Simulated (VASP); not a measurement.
Input of a VASP 6.6.1 run:

INCAR

```
PREC     = Accurate       # precision mode
ENCUT    = 520            # plane-wave cutoff, eV
EDIFF    = 1E-7           # SCF threshold, eV
ISMEAR   = -1             # smearing method
SIGMA    = 0.05           # smearing width, eV
LREAL    = False          # projectors in reciprocal space
LASPH    = True           # aspherical terms in the spheres
NELM     = 100            # most SCF steps
ALGO     = Normal         # electronic algorithm
ISIF     = 2              # what is computed and relaxed
LWAVE    = False          # write WAVECAR
LCHARG   = False          # write CHGCAR
GGA      = PE             # functional
NBANDS   = 16             # bands
```

Contents of KPOINTS:

```
regular mesh
0
Gamma
  16 16 16
```

POSCAR

```
AlRu
1.0
    2.9916000000      0.0000000000      0.0000000000
    0.0000000000      2.9916000000      0.0000000000
    0.0000000000      0.0000000000      3.0813480000
Al Ru
1 1
Direct
    0.0000000000      0.0000000000      0.0000000000
    0.5000000000      0.5000000000      0.5000000000
```

Potentials or basis: VASP PAW PBE potentials, release 64 (Al, Ru_pv).

Command:

```bash
$ cat potpaw_PBE.64/Al/POTCAR potpaw_PBE.64/Ru_pv/POTCAR > POTCAR
$ mpirun -np 1 vasp_std > vasp.out
```

Task: Estimate the band gap on the k mesh.

Result: Zero (an odd number of electrons rules out a gap without spin polarisation).

Task: What does it give for the pressure?

Result: -3.3 GPa.

Stress tensor (GPa, compression positive):
```
-1.79  0.00  0.00
 0.00 -1.79  0.00
 0.00  0.00 -6.34
```

Caveat: the cell differs from its parent crystal (z stretched by +3 %, then relaxed in part); the cell stands under tension.
